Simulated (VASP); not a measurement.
# TiO2 (P2_1/c) in VASP: a series of runs, part 2 of 2

VASP 6.6.1. Earlier steps stand in the parts before.

### Step 3. Electric field gradients, r2SCAN

POSCAR

```
TiO2
1.0
    4.8126997814      0.0000000000      0.0000000000
    0.0000000000      4.8718844600      0.0000000000
   -0.8628854487      0.0000000000      4.9665942755
Ti O
4 8
Direct
    0.2774352600      0.4471916400      0.7131482700
    0.7225647400      0.9471916400      0.7868517300
    0.7225647400      0.5528083600      0.2868517300
    0.2774352600      0.0528083600      0.2131482700
    0.4453609900      0.7423682600      0.9667718600
    0.5546390100      0.2423682600      0.5332281400
    0.5546390100      0.2576317400      0.0332281400
    0.4453609900      0.7576317400      0.4667718600
    0.0638382200      0.3230344800      0.3515567400
    0.9361617800      0.8230344800      0.1484432600
    0.9361617800      0.6769655200      0.6484432600
    0.0638382200      0.1769655200      0.8515567400
```

INCAR.step1

```
PREC = Accurate ; ENCUT = 520
ISMEAR = -1 ; SIGMA = 0.02
LREAL = F ; LASPH = T
NELM = 100 ; NBANDS = 60
GGA = PE ; ALGO = Normal
EDIFF = 1E-4 ; LWAVE = T
LCHARG = F
```

INCAR.step2

```
PREC = Accurate ; ENCUT = 520
EDIFF = 1E-8 ; ISMEAR = -1
SIGMA = 0.02 ; LREAL = F
LASPH = T ; NELM = 100
ALGO = Normal ; ISIF = 2
LWAVE = F ; LCHARG = F
METAGGA = R2SCAN ; LMIXTAU = T
LEFG = T ; NBANDS = 60
ISTART = 1
```

KPOINTS

```
regular mesh
0
Gamma
  5 4 4
```

Potentials or basis: VASP PAW PBE potentials, release 64 (Ti_sv, O).

Launch:

```
> cat potpaw_PBE.64/Ti_sv/POTCAR potpaw_PBE.64/O/POTCAR > POTCAR
> cp INCAR.step1 INCAR
> mpirun -np 1 vasp_std > vasp.out
> cp INCAR.step2 INCAR
> mpirun -np 1 vasp_std > vasp.out
```

OUTCAR:

```text
PREC = Accurate
   ENCUT = 520
   EDIFF = 1E-8
   ISMEAR = -1
   LREAL = F
   LASPH = T
   NELM = 100
   ISIF = 2
   METAGGA = R2SCAN
   ISTART = 1

 ion  position               nearest neighbor table
   1  0.277  0.447  0.713-  12 1.88  11 1.97   5 2.00   6 2.00   9 2.03   7 2.12   8 2.20
   2  0.723  0.947  0.787-  11 1.88  12 1.97   6 2.00   5 2.00  10 2.03   8 2.12   7 2.20
   3  0.723  0.553  0.287-  10 1.88   9 1.97   7 2.00   8 2.00  11 2.03   5 2.12   6 2.20
   4  0.277  0.053  0.213-   9 1.88  10 1.97   8 2.00   7 2.00  12 2.03   6 2.12   5 2.20
   5  0.445  0.742  0.967-   1 2.00   2 2.00   3 2.12   4 2.20
   6  0.555  0.242  0.533-   2 2.00   1 2.00   4 2.12   3 2.20
   7  0.555  0.258  0.033-   3 2.00   4 2.00   1 2.12   2 2.20
   8  0.445  0.758  0.467-   4 2.00   3 2.00   2 2.12   1 2.20
   9  0.064  0.323  0.352-   4 1.88   3 1.97   1 2.03
  10  0.936  0.823  0.148-   3 1.88   4 1.97   2 2.03
  11  0.936  0.677  0.648-   2 1.88   1 1.97   3 2.03
  12  0.064  0.177  0.852-   1 1.88   2 1.97   4 2.03

  LATTYP: Found a simple monoclinic cell.
 ALAT       =     4.8126997814
 B/A-ratio  =     1.0122976045
 C/A-ratio  =     1.0474359860
 COS(beta)  =    -0.1711736391

  Lattice vectors:

 A1 = (   4.8126997814,   0.0000000000,   0.0000000000)
 A2 = (   0.0000000000,   4.8718844600,   0.0000000000)
 A3 = (  -0.8628854487,   0.0000000000,   4.9665942755)

Analysis of symmetry for initial positions (statically):
=====================================================================
 Subroutine PRICEL returns:
 Original cell was already a primitive cell.

 Routine SETGRP: Setting up the symmetry group for a
 simple monoclinic supercell.

 Subroutine GETGRP returns: Found  4 space group operations
 (whereof  2 operations were pure point group operations)
 out of a pool of  4 trial point group operations.

The static configuration has the point symmetry S_2 .
 The point group associated with its full space group is C_2h.

Analysis of symmetry for dynamics (positions and initial velocities):
=====================================================================
 Subroutine PRICEL returns:
 Original cell was already a primitive cell.

 Routine SETGRP: Setting up the symmetry group for a
 simple monoclinic supercell.

 Subroutine GETGRP returns: Found  4 space group operations
 (whereof  2 operations were pure point group operations)
 out of a pool of  4 trial point group operations.

The dynamic configuration has the point symmetry S_2 .
 The point group associated with its full space group is C_2h.

 Subroutine INISYM returns: Found  4 space group operations
 (whereof  2 operations are pure point group operations),
 and found     1 'primitive' translations

----------------------------------------------------------------------------------------

                                     Primitive cell

  volume of cell :     116.4513

  direct lattice vectors                    reciprocal lattice vectors
[... 162 lines left out ...]
  band No.  band energies     occupation
      1     -53.5461      2.00000
      2     -53.5096      2.00000
      3     -53.5084      2.00000
      4     -53.5069      2.00000
      5     -28.9281      2.00000
      6     -28.9032      2.00000
[... 1501 lines left out ...]
     59      10.1080      0.00000
     60      10.1080      0.00000

 [... further k-points ...]

------------------------ aborting loop because EDIFF is reached ----------------------------------------

  FORCE on cell =-STRESS in cart. coord.  units (eV):
  Direction    XX          YY          ZZ          XY          YZ          ZX
  --------------------------------------------------------------------------------------
  -------------------------------------------------------------------------------------
  Total       -0.0837471      0.0152115      0.0368748      0.0000000      0.0000000     -0.0358094
  in kB       -1.1522208      0.2092853      0.5073362      0.0000000      0.0000000     -0.4926775
  external PRESSURE =      -0.1451998 kB  Pullay stress =       0.0000000 kB

 VOLUME and BASIS-vectors are now :
 -----------------------------------------------------------------------------
  energy-cutoff  :      520.00
  volume of cell :      116.45
      direct lattice vectors                 reciprocal lattice vectors
     4.812699781  0.000000000  0.000000000     0.207783582  0.000000000  0.036099874
     0.000000000  4.871884460  0.000000000     0.000000000  0.205259383  0.000000000
    -0.862885449  0.000000000  4.966594276     0.000000000  0.000000000  0.201345217

 POSITION                                       TOTAL-FORCE (eV/Angst)
 -----------------------------------------------------------------------------------
      0.71985      2.17867      3.54192        -0.044040     -0.002567     -0.011207
      2.79852      4.61461      3.90797         0.044040     -0.002567      0.011207
      3.22997      2.69322      1.42468         0.044040      0.002567      0.011207
      1.15129      0.25728      1.05862        -0.044040      0.002567     -0.011207
      1.30918      3.61673      4.80156         0.001845     -0.010580     -0.004718
      2.20920      1.18079      2.64833        -0.001845     -0.010580      0.004718
      2.64064      1.25515      0.16503        -0.001845      0.010580      0.004718
      1.74062      3.69109      2.31827         0.001845      0.010580     -0.004718
      0.00388      1.57379      1.74604         0.019931     -0.000075     -0.010948
      4.37738      4.00973      0.73726        -0.019931     -0.000075      0.010948
      3.94593      3.29810      3.22055        -0.019931      0.000075      0.010948
     -0.42756      0.86216      4.22934         0.019931      0.000075     -0.010948
 -----------------------------------------------------------------------------------
    total drift:                               -0.000000      0.000000      0.000000

  FREE ENERGIE OF THE ION-ELECTRON SYSTEM (eV)
  ---------------------------------------------------
  free  energy   TOTEN  =      -139.2175042897 eV

  energy  without entropy=     -139.2175042897  energy(sigma->0) =     -139.21750429

 Electric field gradients (V/A^2)
---------------------------------------------------------------------
 ion       V_xx      V_yy      V_zz      V_xy      V_xz      V_yz
---------------------------------------------------------------------
   1      -4.714   -12.119    16.832     1.150   -10.200   -10.332
   2      -4.714   -12.119    16.832    -1.150   -10.200    10.332
   3      -4.714   -12.119    16.832     1.150   -10.200   -10.332
   4      -4.714   -12.119    16.832    -1.150   -10.200    10.332
   5       5.525    -1.682    -3.843     1.717    -7.085     9.307
   6       5.525    -1.682    -3.843    -1.717    -7.085    -9.307
   7       5.525    -1.682    -3.843     1.717    -7.085     9.307
   8       5.525    -1.682    -3.843    -1.717    -7.085    -9.307
   9      -0.428     0.480    -0.052   -21.893     1.109    11.597
  10      -0.428     0.480    -0.052    21.893     1.109   -11.597
  11      -0.428     0.480    -0.052   -21.893     1.109    11.597
  12      -0.428     0.480    -0.052    21.893     1.109   -11.597
---------------------------------------------------------------------

 Electric field gradients after diagonalization (V/A^2)
 (convention: |V_zz| > |V_xx| > |V_yy|)
----------------------------------------------------------------------
 ion       V_xx      V_yy      V_zz     asymmetry (V_yy - V_xx)/ V_zz
----------------------------------------------------------------------
   1     -15.913    -7.805    23.718       0.342
   2     -15.913    -7.805    23.718       0.342
   3     -15.913    -7.805    23.718       0.342
   4     -15.913    -7.805    23.718       0.342
   5      10.433     3.849   -14.282       0.461
   6      10.433     3.849   -14.282       0.461
   7      10.433     3.849   -14.282       0.461
   8      10.433     3.849   -14.282       0.461
   9      24.403     0.783   -25.187       0.938
  10      24.403     0.783   -25.187       0.938
  11      24.403     0.783   -25.187       0.938
  12      24.403     0.783   -25.187       0.938
----------------------------------------------------------------------

           NMR quadrupolar parameters

 Cq : quadrupolar parameter    Cq=e*Q*V_zz/h
 eta: asymmetry parameters     (V_yy - V_xx)/ V_zz
 Q  : nuclear electric quadrupole moment in mb (millibarn)
----------------------------------------------------------------------
 ion       Cq(MHz)       eta       Q (mb)
----------------------------------------------------------------------
   1       0.057       0.342       1.000
   2       0.057       0.342       1.000
   3       0.057       0.342       1.000
   4       0.057       0.342       1.000
   5      -0.035       0.461       1.000
   6      -0.035       0.461       1.000
   7      -0.035       0.461       1.000
   8      -0.035       0.461       1.000
   9      -0.061       0.938       1.000
  10      -0.061       0.938       1.000
  11      -0.061       0.938       1.000
  12      -0.061       0.938       1.000
----------------------------------------------------------------------
```

Run time: 33 min. Hardware: 1 thread of AMD EPYC 7R43 (Zen 3), shared host; peak memory 0.29 GiB.

What came out:

```yaml
Free_energy: -139.2175 eV
Pressure: 0.0 GPa
Largest_force: 0.046 eV/Å
Band_gap_on_the_k_mesh: 2.72 eV, indirect (least direct gap 2.77 eV)
```

Forces on the atoms (eV/Å):
```
Ti  -0.044 -0.003 -0.011
Ti   0.044 -0.003  0.011
Ti   0.044  0.003  0.011
Ti  -0.044  0.003 -0.011
O    0.002 -0.011 -0.005
O   -0.002 -0.011  0.005
O   -0.002  0.011  0.005
O    0.002  0.011 -0.005
O    0.020  0.000 -0.011
O   -0.020  0.000  0.011
O   -0.020  0.000  0.011
O    0.020  0.000 -0.011
```

Stress tensor (GPa, compression positive):
```
-0.12  0.00 -0.05
 0.00  0.02  0.00
-0.05  0.00  0.05
```

Levels at points of the mesh, in eV from the valence-band top:
```
           k point  band 44  band 45  band 46  band 47  band 48  band 49  band 50  band 51  band 52  band 53
(0.00, 0.00, 0.00)    -1.13    -0.67    -0.57    -0.01     0.00     2.83     2.91     3.30     3.41     3.55
(0.00, 0.50, 0.00)    -1.32    -0.94    -0.94    -0.39    -0.39     3.22     3.22     3.54     3.54     3.64
(0.00, 0.00, 0.50)    -1.32    -1.08    -1.08    -0.42    -0.42     3.04     3.04     3.21     3.21     3.79
(0.00, 0.50, 0.50)    -1.19    -1.14    -1.14    -0.85    -0.85     3.05     3.05     3.17     3.17     3.76
```

Electric field gradients, principal values (V/Å²):
```tsv
atom	least	middle	greatest (by size)
1 Ti	-7.805	-15.913	23.718
2 Ti	-7.805	-15.913	23.718
3 Ti	-7.805	-15.913	23.718
4 Ti	-7.805	-15.913	23.718
5 O	3.849	10.433	-14.282
6 O	3.849	10.433	-14.282
7 O	3.849	10.433	-14.282
8 O	3.849	10.433	-14.282
9 O	0.783	24.403	-25.187
10 O	0.783	24.403	-25.187
11 O	0.783	24.403	-25.187
12 O	0.783	24.403	-25.187
```

Caveat: without QUAD_EFG the Cq values of the log hold for a quadrupole moment of 1 mb, not for the nuclei; the PAW data sets were made with another functional, which shifts forces and pressure a little. A k mesh can miss the band edges.
